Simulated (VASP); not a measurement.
Wanted: the native input for a VASP 6.6.1 run.

- Task: single point
- Functional: PBEsol
- Potentials or basis: VASP PAW PBE potentials, release 64 (Yb, B)
- Cutoff: 520 eV
- k mesh: 14 × 14 × 10
- Occupations: gaussian, width 0.05 eV
- Spin: no spin polarisation
- Dipole correction: no
- Further INCAR settings: ALGO = Normal; EDIFF = 1e-06; NBANDS = 22

The structure of YbB2 lies in POSCAR:

```
YbB2
1.0
    3.1605690797      0.0000000000      0.0000000000
   -1.5802845399      2.7371331134      0.0000000000
    0.0000000000      0.0000000000      3.7299031148
Yb B
1 2
Direct
    0.0000000000      0.0000000000      0.0000000000
    0.3333333333      0.6666666667      0.5000000000
    0.6666666667      0.3333333333      0.5000000000
```

The input as run:

INCAR

```
PREC     = Accurate       # precision mode
ENCUT    = 520            # plane-wave cutoff, eV
EDIFF    = 1E-6           # SCF threshold, eV
ISMEAR   = 0              # smearing method
SIGMA    = 0.05           # smearing width, eV
LREAL    = False          # projectors in reciprocal space
LASPH    = True           # aspherical terms in the spheres
NELM     = 60             # most SCF steps
ALGO     = Normal         # electronic algorithm
ISIF     = 2              # what is computed and relaxed
LWAVE    = False          # write WAVECAR
LCHARG   = False          # write CHGCAR
GGA      = PS             # functional
NBANDS   = 22             # bands
```

KPOINTS

```
Automatic mesh
0
Gamma
  14 14 10
```

Potentials or basis: VASP PAW PBE potentials, release 64 (Yb, B).

The run is started by

```sh
$ cat potpaw_PBE.64/Yb/POTCAR potpaw_PBE.64/B/POTCAR > POTCAR
$ mpirun -np 1 vasp_std > vasp.out
```

Results of the run:

The pressure is 19.1 GPa. The band gap on the k mesh is zero (bands 15 and 16 overlap by 1.42 eV).

Caveat: the cell stands under pressure; the PAW data sets were made with another functional, which shifts forces and pressure a little; spin-orbit coupling is left out, which moves the levels of the heavy elements.

It took 2.1 min on 1 thread of Intel(R) Xeon(R) Platinum 8559C (Emerald Rapids), on a shared host, peak memory 0.24 GiB.
